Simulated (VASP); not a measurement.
Ga2BAs3: single point with PBE

Crystal: Ga2BAs3.

```
Ga B As
1.0
     5.39795    0.00000    0.00000
    -2.69898    4.67477    0.00000
     0.00000    0.00000    6.50728
Ga B As
2 1 3
Direct
  0.00000 0.00000 0.80721
  0.00000 0.00000 0.19279
  0.00000 0.00000 0.50000
  0.50000 0.00000 0.50000
  0.00000 0.50000 0.50000
  0.50000 0.50000 0.50000
```

The cell was generated, and may not be a known phase.

| Item | Value |
| --- | --- |
| Program | VASP 6.6.1 |
| Task | single point |
| Functional | PBE |
| Potentials or basis | VASP PAW PBE potentials, release 64 (Ga_d, B, As) |
| Cutoff | 520 eV |
| k mesh | 6 × 6 × 4 |
| Occupations | gaussian, width 0.1 eV |
| Spin | no spin polarisation |

```json
{"Pressure": "0.1 GPa", "Largest force": "0.023 eV/Å", "Band gap on the k mesh": "zero (bands 22 and 23 overlap by 1.29 eV)"}
```

Forces on the atoms (eV/Å):
```
Ga   0.000  0.000 -0.023
Ga   0.000  0.000  0.023
B    0.000  0.000  0.000
As   0.000  0.000  0.000
As   0.000  0.000  0.000
As   0.000  0.000  0.000
```

Levels at points of the mesh, in eV from the Fermi level:
| k point | band 20 | band 21 | band 22 | band 23 | band 24 | band 25 |
| --- | --- | --- | --- | --- | --- | --- |
| (0.00, 0.00, 0.00) | -1.90 | 0.35 | 0.35 | 1.68 | 1.68 | 2.02 |
| (0.50, 0.00, 0.00) | -1.16 | -0.96 | -0.75 | -0.50 | 0.13 | 1.00 |
| (0.00, 0.00, 0.50) | -1.62 | -0.60 | 0.26 | 0.26 | 0.41 | 0.41 |
| (0.50, 0.00, 0.50) | -1.05 | -1.00 | -0.91 | -0.75 | -0.51 | 0.80 |

It took 60 s on 1 thread of Intel(R) Xeon(R) 6975P-C (Granite Rapids) (shared host), peak memory 0.31 GiB.
